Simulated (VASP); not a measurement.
# Ti (Fm-3m) in VASP: a series of runs

Ti is run at these levels: PBEsol; tasks: single point.

Program: VASP 6.6.1. These are calculated values, not measurements. Logs are shortened: lines on timing, memory, paths and dates and some standing lists are left out, and cuts for length are marked.

## (1) The cell of the first run

It takes space group Fm-3m (No. 225, cubic). Conventional cell: a = 4.056 Å, b = 4.056 Å, c = 4.056 Å, α = 90.00°, β = 90.00°, γ = 90.00°. Ti (site symmetry m-3m) has 12 Ti at 2.87 Å within 3.8 Å.

## (2) Single point, PBEsol

INCAR

```
PREC = Accurate ; ENCUT = 520
EDIFF = 1E-6 ; ISMEAR = 0
SIGMA = 0.15 ; LREAL = False
LASPH = True ; NELM = 60
ALGO = Normal ; ISIF = 2
LWAVE = False ; LCHARG = False
GGA = PS ; NBANDS = 12
```

KPOINTS

```
Automatic mesh
0
Gamma
  26 26 26
```

POSCAR

```
Ti
1.0
    0.0000000000      2.0279211515      2.0279211515
    2.0279211515      0.0000000000      2.0279211515
    2.0279211515      2.0279211515      0.0000000000
Ti
1
Direct
    0.0000000000      0.0000000000      0.0000000000
```

Potentials or basis: VASP PAW PBE potentials, release 64 (Ti_sv).

The run is started by

```
> cat potpaw_PBE.64/Ti_sv/POTCAR > POTCAR
> mpirun -np 1 vasp_std > vasp.out
```

OUTCAR:

```text
PREC = Accurate
   ENCUT = 520
   EDIFF = 1E-6
   ISMEAR = 0
   LREAL = False
   LASPH = True
   NELM = 60
   ISIF = 2
   GGA = PS

 ion  position               nearest neighbor table
   1  0.000  0.000  0.000-

  LATTYP: Found a face centered cubic cell.
 ALAT       =     4.0558423030

  Lattice vectors:

 A1 = (   0.0000000000,   2.0279211515,   2.0279211515)
 A2 = (   2.0279211515,   0.0000000000,   2.0279211515)
 A3 = (   2.0279211515,   2.0279211515,   0.0000000000)

Analysis of symmetry for initial positions (statically):
=====================================================================
 Subroutine PRICEL returns:
 Original cell was already a primitive cell.

 Routine SETGRP: Setting up the symmetry group for a
 face centered cubic supercell.

 Subroutine GETGRP returns: Found 48 space group operations
 (whereof 48 operations were pure point group operations)
 out of a pool of 48 trial point group operations.

The static configuration has the point symmetry O_h .

Analysis of symmetry for dynamics (positions and initial velocities):
=====================================================================
 Subroutine PRICEL returns:
 Original cell was already a primitive cell.

 Routine SETGRP: Setting up the symmetry group for a
 face centered cubic supercell.

 Subroutine GETGRP returns: Found 48 space group operations
 (whereof 48 operations were pure point group operations)
 out of a pool of 48 trial point group operations.

The dynamic configuration has the point symmetry O_h .

 Subroutine INISYM returns: Found 48 space group operations
 (whereof 48 operations are pure point group operations),
 and found     1 'primitive' translations

----------------------------------------------------------------------------------------

                                     Primitive cell

  volume of cell :      16.6795

  direct lattice vectors                    reciprocal lattice vectors
     0.000000000  2.027921152  2.027921152    -0.246557910  0.246557910  0.246557910
     2.027921152  0.000000000  2.027921152     0.246557910 -0.246557910  0.246557910
     2.027921152  2.027921152  0.000000000     0.246557910  0.246557910 -0.246557910

  length of vectors
     2.867913596  2.867913596  2.867913596     0.427050826  0.427050826  0.427050826

  position of ions in fractional coordinates (direct lattice)
     0.000000000  0.000000000  0.000000000

  ion indices of the primitive-cell ions
   primitive index   ion index
                 1           1

----------------------------------------------------------------------------------------

 KPOINTS: Automatic mesh

Automatic generation of k-mesh.
 Grid dimensions read from file:
 generate k-points for:   26   26   26

 Generating k-lattice:

  Cartesian coordinates                     Fractional coordinates (reciprocal lattice)
    -0.009482997  0.009482997  0.009482997     0.038461538  0.000000000  0.000000000
     0.009482997 -0.009482997  0.009482997     0.000000000  0.038461538  0.000000000
     0.009482997  0.009482997 -0.009482997     0.000000000  0.000000000  0.038461538

  Length of vectors
     0.016425032  0.016425032  0.016425032

  Shift w.r.t. Gamma in fractional coordinates (k-lattice)
     0.000000000  0.000000000  0.000000000

 Subroutine IBZKPT returns following result:
 ===========================================

 Found    511 irreducible k-points:

 Following reciprocal coordinates:
            Coordinates               Weight
  0.000000  0.000000  0.000000      1.000000
  0.038462  0.000000  0.000000      8.000000
  0.076923  0.000000  0.000000      8.000000
  0.115385  0.000000  0.000000      8.000000
  0.153846  0.000000  0.000000      8.000000
  0.192308  0.000000  0.000000      8.000000
[... 16 lines left out ...]
  0.346154  0.038462  0.000000     24.000000
  0.384615  0.038462  0.000000     24.000000
 [... further k-points ...]
   k-points           NKPTS =    511   k-points in BZ     NKDIM =    511   number of bands    NBANDS=     12
   number of dos      NEDOS =    301   number of ions     NIONS =      1
   total plane-waves  NPLWV =  13824
   dimension x,y,z NGX =    24 NGY =   24 NGZ =   24
   dimension x,y,z NGXF=    48 NGYF=   48 NGZF=   48
   ions per type =               1
   NGX,Y,Z   is equivalent  to a cutoff of  13.91, 13.91, 13.91 a.u.
   NGXF,Y,Z  is equivalent  to a cutoff of  27.82, 27.82, 27.82 a.u.
 SYSTEM =  unknown system
   PREC   = accura    normal or accurate (medium, high low for compatibility)
   ISTART =      0    job   : 0-new  1-cont  2-samecut
   ICHARG =      2    charge: 1-file 2-atom 10-const
   ISPIN  =      1    spin polarized calculation?
   LNONCOLLINEAR =      F non collinear calculations
   LSORBIT =      F    spin-orbit coupling
   LASPH  =      T    aspherical Exc in radial PAW
   ENCUT  =  520.0 eV  38.22 Ry    6.18 a.u.   5.33  5.33  5.33*2*pi/ulx,y,z
   NELM   =     60;   NELMIN=  2; NELMDL= -5     # of ELM steps
   EDIFF  = 0.1E-05   stopping-criterion for ELM
   LREAL  =      F    real-space projection
   EDIFFG = 0.1E-04   stopping-criterion for IOM
   NSW    =      0    number of steps for IOM
   IBRION =     -1    ionic relax: 0-MD 1-quasi-New 2-CG
   NFREE  =      0    steps in history (QN), initial steepest desc. (CG)
   ISIF   =      2    stress and relaxation
   ISYM   =      2    0-nonsym 1-usesym 2-fastsym
   POTIM  = 0.5000    time-step for ionic-motion
   TEBEG  =    0.0;   TEEND  =   0.0 temperature during run
   PSTRESS=    0.0 pullay stress
   NELECT =      12.0000    total number of electrons
   NUPDOWN=      -1.0000    fix difference up-down
   EMIN   =  10.00;   EMAX   =-10.00  energy-range for DOS
   EFERMI =   0.00;   METHOD = LEGACY
   ISMEAR =     0;   SIGMA  =   0.15  broadening in eV -4-tet -1-fermi 0-gaus
   EFERMI_NEDOS =   21; number of points for ismear=-14 and -15
   IALGO  =     38    algorithm
   IMIX   =      4    mixing-type and parameters
     AMIX     =   0.40;   BMIX     =  1.00
     AMIX_MAG =   1.60;   BMIX_MAG =  1.00
  volume/ion in A,a.u.               =      16.68       112.56
  Fermi-wavevector in a.u.,A,eV,Ry     =   1.466924  2.772084 29.277901  2.151865
  Thomas-Fermi vector in A             =   2.582603
   LORBIT       =      0    0 simple, 1 ext, 2 COOP (PROOUT), +10 PAW based schemes
   GGA     = PS    functional components
   LHFCALC =     F    Hartree Fock is set to
   AEXX    =    0.0000 exact exchange contribution
   IVDW    =     0    specifies the selected vdW correction
   LEPSILON=     F    determine dielectric tensor
   LRPA    =     F    only Hartree local field effects (RPA)
 non-spin polarized calculation
 Gauss-broadening in eV      SIGMA  =   0.15
  energy-cutoff  :      520.00
  volume of cell :       16.68
 maximum number of plane-waves:       465
 NGX is ok and might be reduce to    24
   NGX = 11   NGY = 11   NGZ = 11

 number of electron      12.0000001 magnetization

 Free energy of the ion-electron system (eV)
  ---------------------------------------------------
  ext. energy  EPLUGINS =         0.00000000
  ---------------------------------------------------
  free energy    TOTEN  =        -8.29276088 eV

  energy without entropy =       -8.27405032  energy(sigma->0) =       -8.28340560

 E-fermi :   8.5300     XC(G=0): -11.8307

 val. band max:        8.5256448681   @ k =  -0.3846   0.1154   0.0000
 cond. band min:       8.5309004229   @ k =  -0.4615   0.3462   0.1538
 fundamental gap:      0.0052555549
 Fermi energy:         8.5299949404

 k-point     1 :       0.0000    0.0000    0.0000
  band No.  band energies     occupation
      1     -47.8819      2.00000
      2     -23.7851      2.00000
      3     -23.7851      2.00000
      4     -23.7851      2.00000
      5       2.3360      2.00000
      6       9.4293      0.00000
      7       9.4293      0.00000
      8       9.4293      0.00000
      9      11.1459      0.00000
     10      11.1459      0.00000
     11      24.0208      0.00000
     12      28.6527      0.00000

 k-point     2 :       0.0385    0.0000    0.0000
  band No.  band energies     occupation
      1     -47.8798      2.00000
      2     -23.7968      2.00000
      3     -23.7866      2.00000
      4     -23.7866      2.00000
      5       2.3862      2.00000
      6       9.3973      0.00000
      7       9.4482      0.00000
      8       9.4482      0.00000
      9      11.1332      0.00000
     10      11.1333      0.00000
     11      24.0687      0.00000
     12      28.2130      0.00000

 k-point     3 :       0.0769    0.0000    0.0000
  band No.  band energies     occupation
      1     -47.8736      2.00000
      2     -23.8311      2.00000
      3     -23.7908      2.00000
      4     -23.7908      2.00000
      5       2.5348      2.00000
      6       9.3056      0.00000
      7       9.5012      0.00000
      8       9.5012      0.00000
      9      11.0995      0.00000
     10      11.0995      0.00000
     11      24.1925      0.00000
     12      27.2643      0.00000

 k-point     4 :       0.1154    0.0000    0.0000
  band No.  band energies     occupation
      1     -47.8636      2.00000
      2     -23.8859      2.00000
      3     -23.7976      2.00000
      4     -23.7976      2.00000
      5       2.7768      2.00000
      6       9.1664      0.00000
      7       9.5775      0.00000
      8       9.5775      0.00000
      9      11.0583      0.00000
     10      11.0583      0.00000
     11      24.3163      0.00000
     12      26.2172      0.00000

 k-point     5 :       0.1538    0.0000    0.0000
  band No.  band energies     occupation
      1     -47.8505      2.00000
      2     -23.9576      2.00000
      3     -23.8066      2.00000
      4     -23.8066      2.00000
      5       3.1029      2.00000
      6       8.9981      0.00001
      7       9.6564      0.00000
      8       9.6564      0.00000
      9      11.0336      0.00000
     10      11.0336      0.00000
     11      24.1902      0.00000
     12      25.3829      0.00000

 k-point     6 :       0.1923    0.0000    0.0000
  band No.  band energies     occupation
      1     -47.8349      2.00000
      2     -24.0416      2.00000
      3     -23.8171      2.00000
      4     -23.8171      2.00000
      5       3.4992      2.00000
      6       8.8226      0.00580
      7       9.7093      0.00000
      8       9.7093      0.00000
      9      11.0564      0.00000
     10      11.0564      0.00000
     11      23.4454      0.00000
     12      25.0874      0.00000

 k-point     7 :       0.2308    0.0000    0.0000
  band No.  band energies     occupation
      1     -47.8178      2.00000
      2     -24.1329      2.00000
      3     -23.8287      2.00000
      4     -23.8287      2.00000
      5       3.9456      2.00000
      6       8.6649      0.20349
      7       9.7130      0.00000
      8       9.7130      0.00000
      9      11.1512      0.00000
     10      11.1512      0.00000
     11      22.4260      0.00000
     12      24.9372      0.00000

 k-point     8 :       0.2692    0.0000    0.0000
  band No.  band energies     occupation
      1     -47.8001      2.00000
      2     -24.2259      2.00000
      3     -23.8405      2.00000
      4     -23.8405      2.00000
      5       4.4136      2.00000
      6       8.5526      0.83124
      7       9.6664      0.00000
      8       9.6664      0.00000
      9      11.3166      0.00000
     10      11.3166      0.00000
     11      21.3735      0.00000
     12      24.6960      0.00000
[... 166 lines left out ...]
 k-point    20 :       0.2308    0.0385    0.0000
  band No.  band energies     occupation
      1     -47.8221      2.00000
      2     -24.1037      2.00000
      3     -23.8350      2.00000
      4     -23.8228      2.00000
      5       3.8320      2.00000
      6       8.6829      0.14935
      7       9.7199      0.00000
      8       9.7428      0.00000
      9      10.9593      0.00000
     10      11.2645      0.00000
     11      22.8008      0.00000
     12      24.9944      0.00000

 k-point    21 :       0.2692    0.0385    0.0000
  band No.  band energies     occupation
      1     -47.8046      2.00000
      2     -24.1957      2.00000
      3     -23.8470      2.00000
      4     -23.8348      2.00000
      5       4.2954      2.00000
      6       8.5533      0.82618
      7       9.6705      0.00000
      8       9.7153      0.00000
      9      11.1162      0.00000
     10      11.4113      0.00000
     11      21.7475      0.00000
     12      24.7896      0.00000

 k-point    22 :       0.3077    0.0385    0.0000
  band No.  band energies     occupation
      1     -47.7872      2.00000
      2     -24.2859      2.00000
      3     -23.8583      2.00000
      4     -23.8471      2.00000
      5       4.7561      2.00000
      6       8.4868      1.31643
      7       9.5844      0.00000
      8       9.6505      0.00000
      9      11.3378      0.00000
     10      11.6037      0.00000
     11      20.7036      0.00000
     12      24.4924      0.00000

 k-point    23 :       0.3462    0.0385    0.0000
  band No.  band energies     occupation
      1     -47.7709      2.00000
      2     -24.3692      2.00000
      3     -23.8683      2.00000
      4     -23.8590      2.00000
      5       5.1699      2.00000
      6       8.5114      1.13936
      7       9.4881      0.00000
      8       9.5673      0.00000
      9      11.5912      0.00000
     10      11.8136      0.00000
     11      19.7042      0.00000
     12      24.1555      0.00000

 k-point    24 :       0.3846    0.0385    0.0000
  band No.  band energies     occupation
      1     -47.7567      2.00000
      2     -24.4410      2.00000
      3     -23.8765      2.00000
      4     -23.8699      2.00000
      5       5.4941      2.00000
      6       8.6391      0.30372
      7       9.4027      0.00000
      8       9.4829      0.00000
      9      11.8468      0.00000
     10      12.0118      0.00000
     11      18.7869      0.00000
     12      23.8358      0.00000

 [... further k-points ...]
[... 5 lines left out ...]
  --------------------------------------------------------------------------------------
  -------------------------------------------------------------------------------------
  Total       -0.0207626     -0.0207626     -0.0207626      0.0000000      0.0000000     -0.0000000
  in kB       -1.9943885     -1.9943885     -1.9943885      0.0000000      0.0000000     -0.0000000
  external PRESSURE =      -1.9943885 kB  Pullay stress =       0.0000000 kB

 VOLUME and BASIS-vectors are now :
 -----------------------------------------------------------------------------
  energy-cutoff  :      520.00
  volume of cell :       16.68
      direct lattice vectors                 reciprocal lattice vectors
     0.000000000  2.027921152  2.027921152    -0.246557910  0.246557910  0.246557910
     2.027921152  0.000000000  2.027921152     0.246557910 -0.246557910  0.246557910
     2.027921152  2.027921152  0.000000000     0.246557910  0.246557910 -0.246557910

 POSITION                                       TOTAL-FORCE (eV/Angst)
 -----------------------------------------------------------------------------------
      0.00000      0.00000      0.00000         0.000000      0.000000      0.000000
 -----------------------------------------------------------------------------------
    total drift:                               -0.000000      0.000000      0.000000

  FREE ENERGIE OF THE ION-ELECTRON SYSTEM (eV)
  ---------------------------------------------------
  free  energy   TOTEN  =        -8.2927608781 eV

  energy  without entropy=       -8.2740503215  energy(sigma->0) =       -8.28340560
```

Run time: 51 s. Hardware: 1 thread of Intel Xeon Platinum 8259CL at 2.50GHz (Skylake/Cascade Lake), shared host; peak memory 0.22 GiB.

Results:

```
Free energy            : -8.2928 eV
Pressure               : -0.2 GPa
Band gap on the k mesh : zero (band 6 reaches 9.43 eV, above the bottom of band 7 at 8.01 eV)
```

Caveat: the PAW data sets were made with another functional, which shifts forces and pressure a little.

(Part 1 of 2 ends here.)
